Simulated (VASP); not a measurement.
Sb, 2 atoms in the cell. It takes space group R-3m (No. 166, trigonal). The conventional cell has a = 4.376 Å, b = 4.376 Å, c = 11.526 Å, α = 90.00°, β = 90.00°, γ = 120.00°. Within 3.9 Å of Sb (site symmetry 3m) lie 6 Sb at 2.95 to 3.43 Å. 

| Quantity | Value |
| --- | --- |
| Program | VASP 6.6.1 |
| Task | relaxation of cell and atoms |
| Functional | PBE |
| Potentials or basis | VASP PAW PBE potentials, release 64 (Sb) |
| Cutoff | 600 eV |
| k mesh | 12 × 12 × 12 |
| Occupations | fermi-dirac, width 0.15 eV |
| Spin | no spin polarisation |
| Dipole correction | no |
| Further INCAR settings | ALGO = Normal; EDIFF = 1e-07; IBRION = 2; EDIFFG = -0.001; NSW = 80; ISIF = 3 |

Potentials or basis: VASP PAW PBE potentials, release 64 (Sb).

The run is started by

```sh
$ cat potpaw_PBE.64/Sb/POTCAR > POTCAR
$ mpirun -np 1 vasp_std > vasp.out
```

Hardware: 1 thread of Intel(R) Xeon(R) Platinum 8259CL CPU @ 2.50GHz (Skylake/Cascade Lake), on a shared host.

Question: How long does it take, and how much memory?

Answer: Run time: 12 min on 1 thread of Intel(R) Xeon(R) Platinum 8259CL CPU @ 2.50GHz (Skylake/Cascade Lake), on a shared host, peak memory 0.32 GiB. Counts: scf iterations 76, k points 189, ion steps 16.
